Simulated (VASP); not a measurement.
Here is a VASP 6.6.1 calculation.

File INCAR:

```
ALGO     = Normal         # electronic algorithm
EDIFF    = 1E-6           # SCF threshold, eV
ENCUT    = 520            # plane-wave cutoff, eV
GGA      = PS             # functional
ISIF     = 2              # what is computed and relaxed
ISMEAR   = -1             # smearing method
ISPIN    = 2              # spin polarisation
LASPH    = T              # aspherical terms in the spheres
LCHARG   = F              # write CHGCAR
LMAXMIX  = 4              # l up to which the mixer works
LORBIT   = 11             # projections on sites
LREAL    = F              # projectors in reciprocal space
LWAVE    = F              # write WAVECAR
MAGMOM   = 0 0 0 0 3 3    # initial moments
NBANDS   = 49             # bands
NELM     = 150            # most SCF steps
PREC     = Accurate       # precision mode
SIGMA    = 0.05           # smearing width, eV
```

Contents of KPOINTS:

```
k-points
0
Gamma
  7 7 7
```

File POSCAR:

```
FeGe2
1.0
   -2.9396931694      2.9396931694      2.4349501451
    2.9396931694     -2.9396931694      2.4349501451
    2.9396931694      2.9396931694     -2.4349501451
Ge Fe
4 2
Direct
    0.8451073900      0.3451073900      0.1902147800
    0.6548926100      0.8451073900      0.5000000000
    0.3451073900      0.1548926100      0.5000000000
    0.1548926100      0.6548926100      0.8097852200
    0.2500000000      0.2500000000      0.0000000000
    0.7500000000      0.7500000000      0.0000000000
```

Potentials or basis: VASP PAW PBE potentials, release 64 (Ge_d, Fe).

Launch:

```bash
$ cat potpaw_PBE.64/Ge_d/POTCAR potpaw_PBE.64/Fe/POTCAR > POTCAR
$ mpirun -np 1 vasp_std > vasp.out
```

Predict the largest force.

0.159 eV/Å.

Predict the pressure.

-2.9 GPa.

Forces on the atoms (eV/Å):
```
Ge  -0.112 -0.112  0.000
Ge  -0.112  0.112  0.000
Ge   0.112 -0.112  0.000
Ge   0.112  0.112  0.000
Fe   0.000  0.000  0.000
Fe   0.000  0.000  0.000
```

Caveat: the PAW data sets were made with another functional, which shifts forces and pressure a little.
